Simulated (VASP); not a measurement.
Set up this calculation in VASP 6.6.1, as the native input.

```yaml
Task: single point
Functional: LDA
Potentials_or_basis: VASP PAW LDA potentials, release 64 (Cu_sv_GW, B)
Cutoff: 820 eV
k_mesh: 5 × 5 × 5
Occupations: fermi-dirac, width 0.05 eV
Spin: no spin polarisation
Dipole_correction: no
Further_INCAR_settings: ALGO = Normal; EDIFF = 1e-06; NBANDS = 50
```

The structure of Cu2B lies in POSCAR:

```
Cu2B
1.0
    0.0000000000      3.1902335472      3.1902335472
    3.1902335472      0.0000000000      3.1902335472
    3.1902335472      3.1902335472      0.0000000000
Cu B
4 2
Direct
    0.1250000000      0.1250000000      0.1250000000
    0.6250000000      0.1250000000      0.1250000000
    0.1250000000      0.1250000000      0.6250000000
    0.1250000000      0.6250000000      0.1250000000
    0.5000000000      0.5000000000      0.5000000000
    0.7500000000      0.7500000000      0.7500000000
```

One way to write it, as run:

INCAR

```
SYSTEM = Cu2B
  ALGO = Normal
  EDIFF = 1E-6
  ENCUT = 820
  GGA = CA
  GGA_COMPAT = .False.
  ISIF = 2
  ISMEAR = -1
  LASPH = .True.
  LCHARG = .False.
  LREAL = .False.
  LWAVE = .False.
  NBANDS = 50
  NELM = 120
  PREC = Accurate
  SIGMA = 0.05
```

KPOINTS

```
k-points
0
Gamma
  5 5 5
  0 0 0
```

Potentials or basis: VASP PAW LDA potentials, release 64 (Cu_sv_GW, B).

Run with:

```sh
$ cat potpaw_LDA.64/Cu_sv_GW/POTCAR potpaw_LDA.64/B/POTCAR > POTCAR
$ mpirun -np 1 vasp_std > vasp.out
```

Results of the run:

```
Pressure               : -0.6 GPa
Band gap on the k mesh : zero (bands 41 and 42 overlap by 1.19 eV)
```

Wall time 2.7 min on 1 thread of AMD EPYC 7R43 64-Core Processor (Zen 3), with other jobs on the host, peak memory 0.2 GiB.
